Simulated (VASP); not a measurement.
# MgSe3 (P-6m2) in VASP: single point with PBE

Aim: the single point of MgSe3 with PBE.

Everything below comes from runs of VASP 6.6.1. Logs are shortened: lines on timing, memory, paths and dates and some standing lists are left out, and cuts for length are marked.

## 1. The cell of the first run

It takes space group P-6m2 (No. 187, hexagonal). Conventional cell: a = 3.409 Å, b = 3.409 Å, c = 10.271 Å, α = 90.00°, β = 90.00°, γ = 120.00°. Mg (site symmetry -6m2) has 6 Se at 3.10 Å and 6 Mg at 3.41 Å within 4.1 Å. Within 4.4 Å of Se (site symmetry -6m2) lie 12 Se at 3.38 to 3.41 Å. Se (site symmetry 3m) has 3 Mg at 3.10 Å and 9 Se at 3.38 to 3.41 Å within 4.1 Å.

## 2. Single point, PBE

File INCAR:

```
SYSTEM = MgSe3
ALGO = Normal ; EDIFF = 1E-6
ENCUT = 520 ; GGA = PE
ISIF = 2 ; ISMEAR = 0
LASPH = .True. ; LCHARG = .False.
LREAL = .False. ; LWAVE = .False.
NBANDS = 18 ; NELM = 100
PREC = Accurate ; SIGMA = 0.1
```

File KPOINTS:

```
k-points
0
Gamma
  6 6 2
  0 0 0
```

File POSCAR:

```
MgSe3
1.0
    3.4087325600      0.0000000000      0.0000000000
   -1.7043662800      2.9520489900      0.0000000000
    0.0000000000      0.0000000000     10.2706567700
Mg Se
1 3
Direct
    0.0000000000      0.0000000000      0.5000000000
    0.0000000000      0.0000000000      0.0000000000
    0.6666666700      0.3333333300      0.7329089000
    0.6666666700      0.3333333300      0.2670911000
```

Potentials or basis: VASP PAW PBE potentials, release 64 (Mg, Se).

Run with:

```console
cat potpaw_PBE.64/Mg/POTCAR potpaw_PBE.64/Se/POTCAR > POTCAR
mpirun -np 1 vasp_std > vasp.out
```

OUTCAR:

```text
SYSTEM = MgSe3
   EDIFF = 1E-6
   ENCUT = 520
   GGA = PE
   ISIF = 2
   ISMEAR = 0
   LASPH = .True.
   LREAL = .False.
   NELM = 100
   PREC = Accurate

 ion  position               nearest neighbor table
   1  0.000  0.000  0.500-   3 3.10   4 3.10   3 3.10   4 3.10   3 3.10   4 3.10
   2  0.000  0.000  0.000-
   3  0.667  0.333  0.733-   1 3.10   1 3.10   1 3.10
   4  0.667  0.333  0.267-   1 3.10   1 3.10   1 3.10

  LATTYP: Found a hexagonal cell.
 ALAT       =     3.4087325600
 C/A-ratio  =     3.0130427041

  Lattice vectors:

 A1 = (   3.4087325600,   0.0000000000,   0.0000000000)
 A2 = (  -1.7043662800,   2.9520489900,   0.0000000000)
 A3 = (   0.0000000000,   0.0000000000,  10.2706567700)

Analysis of symmetry for initial positions (statically):
=====================================================================
 Subroutine PRICEL returns:
 Original cell was already a primitive cell.

 Routine SETGRP: Setting up the symmetry group for a
 hexagonal supercell.

 Subroutine GETGRP returns: Found 12 space group operations
 (whereof 12 operations were pure point group operations)
 out of a pool of 24 trial point group operations.

The static configuration has the point symmetry D_3h.

Analysis of symmetry for dynamics (positions and initial velocities):
=====================================================================
 Subroutine PRICEL returns:
 Original cell was already a primitive cell.

 Routine SETGRP: Setting up the symmetry group for a
 hexagonal supercell.

 Subroutine GETGRP returns: Found 12 space group operations
 (whereof 12 operations were pure point group operations)
 out of a pool of 24 trial point group operations.

The dynamic configuration has the point symmetry D_3h.

 Subroutine INISYM returns: Found 12 space group operations
 (whereof 12 operations are pure point group operations),
 and found     1 'primitive' translations

----------------------------------------------------------------------------------------

                                     Primitive cell

  volume of cell :     103.3510

  direct lattice vectors                    reciprocal lattice vectors
     3.408732560  0.000000000  0.000000000     0.293364171  0.169373883  0.000000000
    -1.704366280  2.952048990  0.000000000     0.000000000  0.338747766  0.000000000
     0.000000000  0.000000000 10.270656770     0.000000000  0.000000000  0.097364757

  length of vectors
     3.408732560  3.408732559 10.270656770     0.338747766  0.338747766  0.097364757

  position of ions in fractional coordinates (direct lattice)
     0.000000000  0.000000000  0.500000000
     0.000000000  0.000000000  0.000000000
     0.666666670  0.333333330  0.732908900
     0.666666670  0.333333330  0.267091100

  ion indices of the primitive-cell ions
   primitive index   ion index
                 1           1
                 2           2
                 3           3
                 4           4

----------------------------------------------------------------------------------------

 KPOINTS: k-points

Automatic generation of k-mesh.
 Grid dimensions read from file:
 generate k-points for:    6    6    2

 Generating k-lattice:

  Cartesian coordinates                     Fractional coordinates (reciprocal lattice)
     0.048894028  0.028228980  0.000000000     0.166666667  0.000000000  0.000000000
     0.000000000  0.056457961  0.000000000     0.000000000  0.166666667  0.000000000
     0.000000000  0.000000000  0.048682378     0.000000000  0.000000000  0.500000000

  Length of vectors
     0.056457961  0.056457961  0.048682378

  Shift w.r.t. Gamma in fractional coordinates (k-lattice)
     0.000000000  0.000000000  0.000000000

 Subroutine IBZKPT returns following result:
 ===========================================

 Found     14 irreducible k-points:

 Following reciprocal coordinates:
            Coordinates               Weight
  0.000000  0.000000  0.000000      1.000000
  0.166667 -0.000000  0.000000      6.000000
  0.333333 -0.000000  0.000000      6.000000
  0.500000 -0.000000  0.000000      3.000000
  0.166667  0.166667  0.000000      6.000000
  0.333333  0.166667  0.000000     12.000000
  0.333333  0.333333  0.000000      2.000000
  0.000000  0.000000  0.500000      1.000000
  0.166667 -0.000000  0.500000      6.000000
  0.333333 -0.000000  0.500000      6.000000
  0.500000 -0.000000  0.500000      3.000000
  0.166667  0.166667  0.500000      6.000000
  0.333333  0.166667  0.500000     12.000000
  0.333333  0.333333  0.500000      2.000000
   k-points           NKPTS =     14   k-points in BZ     NKDIM =     14   number of bands    NBANDS=     18
   number of dos      NEDOS =    301   number of ions     NIONS =      4
   total plane-waves  NPLWV =  62720
   dimension x,y,z NGX =    28 NGY =   28 NGZ =   80
   dimension x,y,z NGXF=    56 NGYF=   56 NGZF=  160
   ions per type =               1   3
   NGX,Y,Z   is equivalent  to a cutoff of  13.66, 13.66, 12.95 a.u.
   NGXF,Y,Z  is equivalent  to a cutoff of  27.31, 27.31, 25.90 a.u.
 SYSTEM =  MgSe3
   PREC   = accura    normal or accurate (medium, high low for compatibility)
   ISTART =      0    job   : 0-new  1-cont  2-samecut
   ICHARG =      2    charge: 1-file 2-atom 10-const
   ISPIN  =      1    spin polarized calculation?
   LNONCOLLINEAR =      F non collinear calculations
   LSORBIT =      F    spin-orbit coupling
   LASPH  =      T    aspherical Exc in radial PAW
   ENCUT  =  520.0 eV  38.22 Ry    6.18 a.u.   6.34  6.34 19.10*2*pi/ulx,y,z
   NELM   =    100;   NELMIN=  2; NELMDL= -5     # of ELM steps
   EDIFF  = 0.1E-05   stopping-criterion for ELM
   LREAL  =      F    real-space projection
   EDIFFG = 0.1E-04   stopping-criterion for IOM
   NSW    =      0    number of steps for IOM
   IBRION =     -1    ionic relax: 0-MD 1-quasi-New 2-CG
   NFREE  =      0    steps in history (QN), initial steepest desc. (CG)
   ISIF   =      2    stress and relaxation
   ISYM   =      2    0-nonsym 1-usesym 2-fastsym
   POTIM  = 0.5000    time-step for ionic-motion
   TEBEG  =    0.0;   TEEND  =   0.0 temperature during run
   PSTRESS=    0.0 pullay stress
   NELECT =      20.0000    total number of electrons
   NUPDOWN=      -1.0000    fix difference up-down
   EMIN   =  10.00;   EMAX   =-10.00  energy-range for DOS
   EFERMI =   0.00;   METHOD = LEGACY
   ISMEAR =     0;   SIGMA  =   0.10  broadening in eV -4-tet -1-fermi 0-gaus
   EFERMI_NEDOS =   21; number of points for ismear=-14 and -15
   IALGO  =     38    algorithm
   IMIX   =      4    mixing-type and parameters
     AMIX     =   0.40;   BMIX     =  1.00
     AMIX_MAG =   1.60;   BMIX_MAG =  1.00
  volume/ion in A,a.u.               =      25.84       174.36
  Fermi-wavevector in a.u.,A,eV,Ry     =   0.946920  1.789419 12.199764  0.896657
  Thomas-Fermi vector in A             =   2.074964
   LORBIT       =      0    0 simple, 1 ext, 2 COOP (PROOUT), +10 PAW based schemes
   GGA     = PE    functional components
   LHFCALC =     F    Hartree Fock is set to
   AEXX    =    0.0000 exact exchange contribution
   IVDW    =     0    specifies the selected vdW correction
   LEPSILON=     F    determine dielectric tensor
   LRPA    =     F    only Hartree local field effects (RPA)
 non-spin polarized calculation
 Gauss-broadening in eV      SIGMA  =   0.10
  energy-cutoff  :      520.00
  volume of cell :      103.35
 maximum number of plane-waves:      2810
 NGX is ok and might be reduce to    28
   NGX = 13   NGY = 13   NGZ = 39

 number of electron      20.0000000 magnetization

 Free energy of the ion-electron system (eV)
  ---------------------------------------------------
  ext. energy  EPLUGINS =         0.00000000
  ---------------------------------------------------
  free energy    TOTEN  =       -10.62280520 eV

  energy without entropy =      -10.58432300  energy(sigma->0) =      -10.60356410

 E-fermi :   2.3829     XC(G=0):  -9.1061

 val. band max:        2.3718520084   @ k =   0.1667  -0.0000   0.5000
 cond. band min:       2.3903179800   @ k =   0.0000   0.0000   0.0000
 fundamental gap:      0.0184659716
 Fermi energy:         2.3828684503

 k-point     1 :       0.0000    0.0000    0.0000
  band No.  band energies     occupation
      1     -11.1341      2.00000
      2     -10.6560      2.00000
      3      -9.9164      2.00000
      4      -2.3756      2.00000
      5      -1.6592      2.00000
      6       2.3903      0.91610
[... 10 lines left out ...]
     17      11.3239      0.00000
     18      12.3630      0.00000

 k-point     2 :       0.1667   -0.0000    0.0000
  band No.  band energies     occupation
      1     -10.8375      2.00000
      2     -10.3882      2.00000
      3      -9.6920      2.00000
      4      -2.0304      2.00000
      5      -1.3044      2.00000
      6       1.5721      2.00000
[... 10 lines left out ...]
     17      11.1848      0.00000
     18      11.6595      0.00000

 k-point     3 :       0.3333   -0.0000    0.0000
  band No.  band energies     occupation
      1     -10.0870      2.00000
      2      -9.7498      2.00000
      3      -9.2187      2.00000
      4      -1.4899      2.00000
      5      -0.8032      2.00000
      6      -0.3741      2.00000
[... 10 lines left out ...]
     17       9.8109      0.00000
     18      10.5960      0.00000

 k-point     4 :       0.5000   -0.0000    0.0000
  band No.  band energies     occupation
      1      -9.5266      2.00000
      2      -9.3508      2.00000
      3      -9.0369      2.00000
      4      -1.8972      2.00000
      5      -1.7263      2.00000
      6      -1.2471      2.00000
[... 165 lines left out ...]
      4      -1.6891      2.00000
      5      -0.2576      2.00000
      6      -0.2424      2.00000
[... 10 lines left out ...]
     17      11.2278      0.00000
     18      11.3985      0.00000

 k-point    13 :       0.3333    0.1667    0.5000
  band No.  band energies     occupation
      1      -9.5393      2.00000
      2      -9.4107      2.00000
      3      -8.9980      2.00000
      4      -1.4670      2.00000
      5      -1.2084      2.00000
      6      -0.6409      2.00000
[... 10 lines left out ...]
     17      10.4562      0.00000
     18      10.4706      0.00000

 k-point    14 :       0.3333    0.3333    0.5000
  band No.  band energies     occupation
      1      -9.1959      2.00000
      2      -9.1703      2.00000
      3      -8.9864      2.00000
      4      -1.0203      2.00000
      5      -0.7551      2.00000
      6      -0.5240      2.00000
[... 10 lines left out ...]
     17       9.6092      0.00000
     18      10.2832      0.00000

------------------------ aborting loop because EDIFF is reached ----------------------------------------

  FORCE on cell =-STRESS in cart. coord.  units (eV):
  Direction    XX          YY          ZZ          XY          YZ          ZX
  --------------------------------------------------------------------------------------
  -------------------------------------------------------------------------------------
  Total       -3.6968900     -3.6968900     -7.8117064      0.0000000      0.0000000      0.0000000
  in kB      -57.3102632    -57.3102632   -121.0993437      0.0000000      0.0000000      0.0000000
  external PRESSURE =     -78.5732900 kB  Pullay stress =       0.0000000 kB

 VOLUME and BASIS-vectors are now :
 -----------------------------------------------------------------------------
  energy-cutoff  :      520.00
  volume of cell :      103.35
      direct lattice vectors                 reciprocal lattice vectors
     3.408732560  0.000000000  0.000000000     0.293364171  0.169373883  0.000000000
    -1.704366280  2.952048990  0.000000000     0.000000000  0.338747766  0.000000000
     0.000000000  0.000000000 10.270656770     0.000000000  0.000000000  0.097364757

 POSITION                                       TOTAL-FORCE (eV/Angst)
 -----------------------------------------------------------------------------------
      0.00000      0.00000      5.13533         0.000000     -0.000000      0.000000
      0.00000      0.00000      0.00000         0.000000     -0.000000      0.000000
      1.70437      0.98402      7.52746         0.000000      0.000000     -1.091817
      1.70437      0.98402      2.74320        -0.000000     -0.000000      1.091817
 -----------------------------------------------------------------------------------
    total drift:                               -0.000013      0.000008     -0.000000

  FREE ENERGIE OF THE ION-ELECTRON SYSTEM (eV)
  ---------------------------------------------------
  free  energy   TOTEN  =       -10.6228052028 eV

  energy  without entropy=      -10.5843229957  energy(sigma->0) =      -10.60356410
```

Run time: 57 s. Hardware: 1 thread of AMD EPYC 7R13, shared host; peak memory 0.24 GiB.

What came out:

* Free energy: -10.6228 eV
* Pressure: -7.9 GPa
* Largest force: 1.092 eV/Å
* Band gap on the k mesh: zero (band 10 reaches 3.71 eV, above the bottom of band 11 at 1.48 eV)

Forces on the atoms (eV/Å):
```
Mg   0.000  0.000  0.000
Se   0.000  0.000  0.000
Se   0.000  0.000 -1.092
Se   0.000  0.000  1.092
```

Stress tensor (GPa, compression positive):
```
 -5.73   0.00   0.00
  0.00  -5.73   0.00
  0.00   0.00 -12.11
```

Levels at points of the mesh, in eV from the Fermi level:
| k point | band 6 | band 7 | band 8 | band 9 | band 10 | band 11 | band 12 | band 13 | band 14 | band 15 |
| --- | --- | --- | --- | --- | --- | --- | --- | --- | --- | --- |
| (0.00, 0.00, 0.00) | 0.01 | 0.94 | 1.12 | 1.12 | 1.33 | 1.33 | 1.73 | 1.73 | 6.83 | 7.33 |
| (0.50, 0.00, 0.00) | -3.63 | -1.75 | -1.74 | -0.36 | -0.14 | 0.06 | 0.77 | 1.21 | 3.40 | 5.25 |
| (0.00, 0.00, 0.50) | -1.88 | 1.15 | 1.15 | 1.28 | 1.28 | 1.74 | 1.74 | 2.33 | 6.06 | 7.61 |
| (0.50, 0.00, 0.50) | -3.40 | -2.57 | -0.70 | -0.70 | -0.32 | -0.01 | 0.81 | 1.68 | 3.01 | 5.28 |

Caveat: forces of over 1 eV/Å act on the atoms, so gaps and moduli don't describe the material at rest.
